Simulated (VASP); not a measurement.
# Ir12F in VASP: notebook

Ir12F is run at these levels: PBE; tasks: single point.

Program: VASP 6.6.1. These are calculated values, not measurements. Logs are shortened: lines on timing, memory, paths and dates and some standing lists are left out, and cuts for length are marked.

**1. The cell of the first run**

The cell holds a slab with vacuum, 13 atoms: a = 5.431 Å, b = 5.431 Å, c = 16.434 Å, α = 90.00°, β = 90.00°, γ = 60.00°.

**2. Single point, PBE**

Input file INCAR:

```
  PREC = Accurate
  ENCUT = 520
  EDIFF = 1E-6
  ISMEAR = 0
  SIGMA = 0.1
  LREAL = F
  LASPH = T
  NELM = 80
  ALGO = Normal
  ISIF = 2
  LWAVE = F
  LCHARG = F
  GGA = PE
  NBANDS = 70
```

Input file KPOINTS:

```
Automatic mesh
0
Gamma
  4 4 1
```

Input file POSCAR:

```
Ir12F
1.0
    5.4305800000      0.0000000000      0.0000000000
    2.7152900000      4.7030200000      0.0000000000
    0.0000000000      0.0000000000     16.4340500000
Ir F
12 1
Direct
    0.1666666312      0.1666667375      0.0608492733
    0.6666666312      0.1666667375      0.0608492733
    0.1666666312      0.6666667375      0.0608492733
    0.6666666312      0.6666667375      0.0608492733
   -0.1683602759      0.3341812282      0.1945165069
    0.3341910657      0.3342024912      0.1944523109
   -0.1666666806      0.8333326246      0.1935243595
    0.3341969877      0.8315960808      0.1944319872
   -0.0005131819     -0.0005789897      0.3257640083
    0.5009774847     -0.0004984032      0.3257816546
   -0.0005392881      0.5011260849      0.3257585927
    0.5000545205      0.4999613015      0.3314275544
    0.4995186618      0.5003365922      0.4509399691
```

Potentials or basis: VASP PAW PBE potentials, release 64 (Ir, F).

Command:

```sh
> cat potpaw_PBE.64/Ir/POTCAR potpaw_PBE.64/F/POTCAR > POTCAR
> mpirun -np 1 vasp_std > vasp.out
```

OUTCAR:

```text
PREC = Accurate
   ENCUT = 520
   EDIFF = 1E-6
   ISMEAR = 0
   LREAL = F
   LASPH = T
   NELM = 80
   ISIF = 2
   GGA = PE

 ion  position               nearest neighbor table
   1  0.167  0.167  0.061-   8 2.70   6 2.70   5 2.70   3 2.72   3 2.72   4 2.72   4 2.72   2 2.72
                             2 2.72
   2  0.667  0.167  0.061-   7 2.69   6 2.70   5 2.70   4 2.72   3 2.72   4 2.72   3 2.72   1 2.72
                             1 2.72
   3  0.167  0.667  0.061-   7 2.69   8 2.70   6 2.70   1 2.72   1 2.72   2 2.72   2 2.72   4 2.72
                             4 2.72
   4  0.667  0.667  0.061-   7 2.69   8 2.70   5 2.70   2 2.72   1 2.72   2 2.72   1 2.72   3 2.72
                             3 2.72
   5  0.832  0.334  0.195-  11 2.67   9 2.67   4 2.70   2 2.70   8 2.70   6 2.70   1 2.70   7 2.72
                             7 2.72   6 2.73   8 2.73  12 2.74
   6  0.334  0.334  0.194-  11 2.67  10 2.67   3 2.70   2 2.70   8 2.70   5 2.70   1 2.70   7 2.72
                             7 2.72   5 2.73   8 2.73  12 2.74
   7  0.833  0.833  0.194-  11 2.68   9 2.68  10 2.68   4 2.69   3 2.69   2 2.69   6 2.72   8 2.72
                             5 2.72   5 2.72   8 2.72   6 2.72
   8  0.334  0.832  0.194-   9 2.67  10 2.67   3 2.70   4 2.70   6 2.70   5 2.70   1 2.70   7 2.72
                             7 2.72   5 2.73   6 2.73  12 2.74
   9  0.999  0.999  0.326-   5 2.67   8 2.67   7 2.68  11 2.71  10 2.71  12 2.72  12 2.72  10 2.72
                            11 2.72
  10  0.501  1.000  0.326-   6 2.67   8 2.67   7 2.68  11 2.71   9 2.71  12 2.72  12 2.72   9 2.72
                            11 2.72
  11  0.999  0.501  0.326-   5 2.67   6 2.67   7 2.68   9 2.71  10 2.71  12 2.72  12 2.72  10 2.72
                             9 2.72
  12  0.500  0.500  0.331-  13 1.96   9 2.72  11 2.72  10 2.72  10 2.72  11 2.72   9 2.72   5 2.74
                             6 2.74   8 2.74
  13  0.500  0.500  0.451-  12 1.96

  LATTYP: Found a hexagonal cell.
 ALAT       =     5.4305797945
 C/A-ratio  =     3.0262054185

  Lattice vectors:

 A1 = (  -2.7152900000,  -4.7030200000,   0.0000000000)
 A2 = (   5.4305800000,   0.0000000000,   0.0000000000)
 A3 = (   0.0000000000,   0.0000000000,  16.4340500000)

Analysis of symmetry for initial positions (statically):
=====================================================================
 Subroutine PRICEL returns:
 Original cell was already a primitive cell.

 Routine SETGRP: Setting up the symmetry group for a
 hexagonal supercell.

 Subroutine GETGRP returns: Found  1 space group operations
 (whereof  1 operations were pure point group operations)
 out of a pool of 24 trial point group operations.

The static configuration has the point symmetry C_1 .

Analysis of symmetry for dynamics (positions and initial velocities):
=====================================================================
 Subroutine PRICEL returns:
 Original cell was already a primitive cell.

 Routine SETGRP: Setting up the symmetry group for a
 hexagonal supercell.

 Subroutine GETGRP returns: Found  1 space group operations
 (whereof  1 operations were pure point group operations)
 out of a pool of 24 trial point group operations.

The dynamic configuration has the point symmetry C_1 .

 Subroutine INISYM returns: Found  1 space group operations
 (whereof  1 operations are pure point group operations),
 and found     1 'primitive' translations

----------------------------------------------------------------------------------------

                                     Primitive cell

  volume of cell :     419.7277

  direct lattice vectors                    reciprocal lattice vectors
     5.430580000  0.000000000  0.000000000     0.184142394 -0.106314666  0.000000000
     2.715290000  4.703020000  0.000000000     0.000000000  0.212629332  0.000000000
     0.000000000  0.000000000 16.434050000     0.000000000  0.000000000  0.060849273

  length of vectors
     5.430580000  5.430579795 16.434050000     0.212629324  0.212629332  0.060849273

  position of ions in fractional coordinates (direct lattice)
     0.166666631  0.166666738  0.060849273
     0.666666631  0.166666738  0.060849273
     0.166666631  0.666666738  0.060849273
     0.666666631  0.666666738  0.060849273
     0.831639724  0.334181228  0.194516507
     0.334191066  0.334202491  0.194452311
     0.833333319  0.833332625  0.193524360
     0.334196988  0.831596081  0.194431987
     0.999486818  0.999421010  0.325764008
     0.500977485  0.999501597  0.325781655
     0.999460712  0.501126085  0.325758593
     0.500054521  0.499961302  0.331427554
     0.499518662  0.500336592  0.450939969

  ion indices of the primitive-cell ions
   primitive index   ion index
                 1           1
                 2           2
                 3           3
                 4           4
                 5           5
                 6           6
                 7           7
                 8           8
                 9           9
                10          10
                11          11
                12          12
                13          13

----------------------------------------------------------------------------------------

 KPOINTS: Automatic mesh

Automatic generation of k-mesh.
 Grid dimensions read from file:
 generate k-points for:    4    4    1

 Generating k-lattice:

  Cartesian coordinates                     Fractional coordinates (reciprocal lattice)
     0.046035598 -0.026578666  0.000000000     0.250000000  0.000000000  0.000000000
     0.000000000  0.053157333  0.000000000     0.000000000  0.250000000  0.000000000
     0.000000000  0.000000000  0.060849273     0.000000000  0.000000000  1.000000000

  Length of vectors
     0.053157331  0.053157333  0.060849273

  Shift w.r.t. Gamma in fractional coordinates (k-lattice)
     0.000000000  0.000000000  0.000000000

 Subroutine IBZKPT returns following result:
 ===========================================

 Found     10 irreducible k-points:

 Following reciprocal coordinates:
            Coordinates               Weight
  0.000000  0.000000  0.000000      1.000000
  0.250000  0.000000  0.000000      2.000000
  0.250000  0.250000  0.000000      2.000000
  0.000000  0.250000  0.000000      2.000000
  0.500000  0.000000  0.000000      1.000000
  0.500000  0.500000  0.000000      1.000000
  0.000000  0.500000  0.000000      1.000000
  0.500000  0.250000  0.000000      2.000000
  0.250000  0.500000  0.000000      2.000000
 -0.250000  0.250000  0.000000      2.000000
   k-points           NKPTS =     10   k-points in BZ     NKDIM =     10   number of bands    NBANDS=     70
   number of dos      NEDOS =    301   number of ions     NIONS =     13
   total plane-waves  NPLWV = 201600
   dimension x,y,z NGX =    40 NGY =   40 NGZ =  126
   dimension x,y,z NGXF=    80 NGYF=   80 NGZF=  252
   ions per type =              12   1
   NGX,Y,Z   is equivalent  to a cutoff of  12.25, 12.25, 12.75 a.u.
   NGXF,Y,Z  is equivalent  to a cutoff of  24.49, 24.49, 25.49 a.u.
 SYSTEM =  unknown system
   PREC   = accura    normal or accurate (medium, high low for compatibility)
   ISTART =      0    job   : 0-new  1-cont  2-samecut
   ICHARG =      2    charge: 1-file 2-atom 10-const
   ISPIN  =      1    spin polarized calculation?
   LNONCOLLINEAR =      F non collinear calculations
   LSORBIT =      F    spin-orbit coupling
   LASPH  =      T    aspherical Exc in radial PAW
   ENCUT  =  520.0 eV  38.22 Ry    6.18 a.u.  10.10 10.10 30.56*2*pi/ulx,y,z
   NELM   =     80;   NELMIN=  2; NELMDL= -5     # of ELM steps
   EDIFF  = 0.1E-05   stopping-criterion for ELM
   LREAL  =      F    real-space projection
   EDIFFG = 0.1E-04   stopping-criterion for IOM
   NSW    =      0    number of steps for IOM
   IBRION =     -1    ionic relax: 0-MD 1-quasi-New 2-CG
   NFREE  =      0    steps in history (QN), initial steepest desc. (CG)
   ISIF   =      2    stress and relaxation
   ISYM   =      2    0-nonsym 1-usesym 2-fastsym
   POTIM  = 0.5000    time-step for ionic-motion
   TEBEG  =    0.0;   TEEND  =   0.0 temperature during run
   PSTRESS=    0.0 pullay stress
   NELECT =     115.0000    total number of electrons
   NUPDOWN=      -1.0000    fix difference up-down
   EMIN   =  10.00;   EMAX   =-10.00  energy-range for DOS
   EFERMI =   0.00;   METHOD = LEGACY
   ISMEAR =     0;   SIGMA  =   0.10  broadening in eV -4-tet -1-fermi 0-gaus
   EFERMI_NEDOS =   21; number of points for ismear=-14 and -15
   IALGO  =     38    algorithm
   IMIX   =      4    mixing-type and parameters
     AMIX     =   0.40;   BMIX     =  1.00
     AMIX_MAG =   1.60;   BMIX_MAG =  1.00
  volume/ion in A,a.u.               =      32.29       217.88
  Fermi-wavevector in a.u.,A,eV,Ry     =   1.063290  2.009326 15.382539  1.130585
  Thomas-Fermi vector in A             =   2.198769
   LORBIT       =      0    0 simple, 1 ext, 2 COOP (PROOUT), +10 PAW based schemes
   GGA     = PE    functional components
   LHFCALC =     F    Hartree Fock is set to
   AEXX    =    0.0000 exact exchange contribution
   IVDW    =     0    specifies the selected vdW correction
   LEPSILON=     F    determine dielectric tensor
   LRPA    =     F    only Hartree local field effects (RPA)
 non-spin polarized calculation
 Gauss-broadening in eV      SIGMA  =   0.10
  energy-cutoff  :      520.00
  volume of cell :      419.73
 maximum number of plane-waves:     11316
   NGX = 21   NGY = 21   NGZ = 61

 number of electron     115.0000012 magnetization

 Free energy of the ion-electron system (eV)
  ---------------------------------------------------
  ext. energy  EPLUGINS =         0.00000000
  ---------------------------------------------------
  free energy    TOTEN  =      -103.10151347 eV

  energy without entropy =     -102.99991278  energy(sigma->0) =     -103.05071313

 E-fermi :   0.7922     XC(G=0):  -7.0057

 val. band max:        0.7904373605   @ k =   0.5000   0.0000   0.0000
 cond. band min:       0.7956384651   @ k =   0.2500   0.5000   0.0000
 fundamental gap:      0.0052011047
 Fermi energy:         0.7921564751

 k-point     1 :       0.0000    0.0000    0.0000
  band No.  band energies     occupation
      1     -21.4813      2.00000
      2      -9.4356      2.00000
      3      -7.4174      2.00000
      4      -7.0427      2.00000
      5      -6.7233      2.00000
      6      -6.7134      2.00000
[... 61 lines left out ...]
     68       2.3223      0.00000
     69       2.3226      0.00000

 k-point     2 :       0.2500    0.0000    0.0000
  band No.  band energies     occupation
      1     -21.4810      2.00000
      2      -8.8528      2.00000
      3      -6.8384      2.00000
      4      -6.7215      2.00000
      5      -6.4788      2.00000
      6      -6.2569      2.00000
[... 61 lines left out ...]
     68       1.8328      0.00000
     69       2.4062      0.00000

 k-point     3 :       0.2500    0.2500    0.0000
  band No.  band energies     occupation
      1     -21.4810      2.00000
      2      -8.8528      2.00000
      3      -6.8384      2.00000
      4      -6.7215      2.00000
      5      -6.4789      2.00000
      6      -6.2567      2.00000
[... 493 lines left out ...]
     68       1.6051      0.00000
     69       1.7086      0.00000

 k-point    10 :      -0.2500    0.2500    0.0000
  band No.  band energies     occupation
      1     -21.4808      2.00000
      2      -7.8369      2.00000
      3      -6.5699      2.00000
      4      -6.5412      2.00000
      5      -5.9529      2.00000
      6      -5.7386      2.00000
[... 61 lines left out ...]
     68       1.6055      0.00000
     69       1.7085      0.00000
 [bands above 69 left out]

------------------------ aborting loop because EDIFF is reached ----------------------------------------

  FORCE on cell =-STRESS in cart. coord.  units (eV):
  Direction    XX          YY          ZZ          XY          YZ          ZX
  --------------------------------------------------------------------------------------
  -------------------------------------------------------------------------------------
  Total       -5.1528457     -5.1490673      0.7918158      0.0021476     -0.0000713      0.0002750
  in kB      -19.6693531    -19.6549300      3.0225055      0.0081979     -0.0002723      0.0010496
  external PRESSURE =     -12.1005925 kB  Pullay stress =       0.0000000 kB

 VOLUME and BASIS-vectors are now :
 -----------------------------------------------------------------------------
  energy-cutoff  :      520.00
  volume of cell :      419.73
      direct lattice vectors                 reciprocal lattice vectors
     5.430580000  0.000000000  0.000000000     0.184142394 -0.106314666  0.000000000
     2.715290000  4.703020000  0.000000000     0.000000000  0.212629332  0.000000000
     0.000000000  0.000000000 16.434050000     0.000000000  0.000000000  0.060849273

 POSITION                                       TOTAL-FORCE (eV/Angst)
 -----------------------------------------------------------------------------------
      1.35764      0.78384      1.00000        -0.000222      0.000217     -0.239609
      4.07293      0.78384      1.00000         0.001283      0.208715      0.031380
      2.71529      3.13535      1.00000         0.180338     -0.104601      0.030176
      5.43058      3.13535      1.00000        -0.179862     -0.105806      0.031064
      5.42369      1.57166      3.19669         0.003814     -0.002553     -0.004204
      2.72231      1.57176      3.19564        -0.006130     -0.004952      0.006266
      6.78822      3.91918      3.18039        -0.001127      0.001085     -0.000761
      4.07291      3.91101      3.19530         0.000940      0.008731      0.009548
      8.14151      4.70030      5.35362         0.005554      0.005277      0.035066
      5.43453      4.70068      5.35391        -0.002001      0.001741      0.028728
      6.78835      2.35681      5.35353        -0.001312     -0.008981      0.037036
      4.07313      2.35133      5.44670        -0.002435      0.002206     -0.144665
      4.07123      2.35309      7.41077         0.001160     -0.001080      0.179977
 -----------------------------------------------------------------------------------
    total drift:                                0.000153     -0.000135      0.000305

  FREE ENERGIE OF THE ION-ELECTRON SYSTEM (eV)
  ---------------------------------------------------
  free  energy   TOTEN  =      -103.1015134702 eV

  energy  without entropy=     -102.9999127820  energy(sigma->0) =     -103.05071313
```

Wall time 17 min (1 thread of Intel Xeon Platinum 8259CL at 2.50GHz (Skylake/Cascade Lake), shared host); peak memory 0.6 GiB.

What came out:

| Quantity | Value |
| --- | --- |
| Free energy | -103.1015 eV |
| Largest force | 0.240 eV/Å |
| Band gap on the k mesh | zero (an odd number of electrons rules out a gap without spin polarisation) |

Forces on the atoms (eV/Å):
```
Ir   0.000  0.000 -0.240
Ir   0.001  0.209  0.031
Ir   0.180 -0.105  0.030
Ir  -0.180 -0.106  0.031
Ir   0.004 -0.003 -0.004
Ir  -0.006 -0.005  0.006
Ir  -0.001  0.001 -0.001
Ir   0.001  0.009  0.010
Ir   0.006  0.005  0.035
Ir  -0.002  0.002  0.029
Ir  -0.001 -0.009  0.037
Ir  -0.002  0.002 -0.145
F    0.001 -0.001  0.180
```

Levels at points of the mesh, in eV from the Fermi level:
```csv
k point,band 53,band 54,band 55,band 56,band 57,band 58,band 59,band 60,band 61,band 62
"(0.00, 0.00, 0.00)",0.32,0.43,0.43,0.50,0.64,0.64,0.89,0.96,0.96,0.97
"(0.50, 0.00, 0.00)",-1.22,-1.16,-0.99,-0.90,-0.45,-0.41,-0.35,-0.35,-0.32,0.00
"(0.50, 0.50, 0.00)",-1.22,-1.16,-0.99,-0.90,-0.45,-0.41,-0.35,-0.35,-0.32,0.00
"(0.00, 0.50, 0.00)",-1.22,-1.16,-0.99,-0.90,-0.45,-0.41,-0.35,-0.35,-0.32,0.00
```

Caveat: there is no dipole correction, which matters where the two faces differ; spin-orbit coupling is left out, which moves the levels of the heavy elements.

**3. Single point, PBE**

Input file INCAR:

```
SYSTEM = Ir12F
PREC = Accurate ; ENCUT = 520
EDIFF = 1E-6 ; ISMEAR = 0
SIGMA = 0.1 ; LREAL = .FALSE.
LASPH = .TRUE. ; NELM = 80
ALGO = Normal ; ISIF = 2
LWAVE = .FALSE. ; LCHARG = .FALSE.
GGA = PE ; NBANDS = 70
```

Input file KPOINTS:

```
regular mesh
0
G
  4 4 1
  0 0 0
```

POSCAR is that of step 2.

Potentials or basis: VASP PAW PBE potentials, release 64 (Ir, F).

Command:

```sh
> cat potpaw_PBE.64/Ir/POTCAR potpaw_PBE.64/F/POTCAR > POTCAR
> mpirun -np 1 vasp_std > vasp.out
```

It took 14 min on 1 thread of Intel Xeon Platinum 8259CL at 2.50GHz (Skylake/Cascade Lake), shared host; peak memory 0.6 GiB.

The run converged. Its results:

* Free energy: -103.1015 eV
* Largest force: 0.240 eV/Å
* Band gap on the k mesh: zero (an odd number of electrons rules out a gap without spin polarisation)

Forces in eV/Å, atoms in the order of the input:
```
Ir   0.000  0.000 -0.240
Ir   0.001  0.209  0.031
Ir   0.180 -0.105  0.030
Ir  -0.180 -0.106  0.031
Ir   0.004 -0.003 -0.004
Ir  -0.006 -0.005  0.006
Ir  -0.001  0.001 -0.001
Ir   0.001  0.009  0.010
Ir   0.006  0.005  0.035
Ir  -0.002  0.002  0.029
Ir  -0.001 -0.009  0.037
Ir  -0.002  0.002 -0.145
F    0.001 -0.001  0.180
```

Levels at points of the mesh, in eV from the Fermi level:
```
           k point  band 54  band 55  band 56  band 57  band 58  band 59  band 60  band 61
(0.00, 0.00, 0.00)     0.43     0.43     0.50     0.64     0.64     0.89     0.96     0.96
(0.50, 0.00, 0.00)    -1.16    -0.99    -0.90    -0.45    -0.41    -0.35    -0.35    -0.32
(0.50, 0.50, 0.00)    -1.16    -0.99    -0.90    -0.45    -0.41    -0.35    -0.35    -0.32
(0.00, 0.50, 0.00)    -1.16    -0.99    -0.90    -0.45    -0.41    -0.35    -0.35    -0.32
```

Caveat: there is no dipole correction, which matters where the two faces differ; spin-orbit coupling is left out, which moves the levels of the heavy elements.
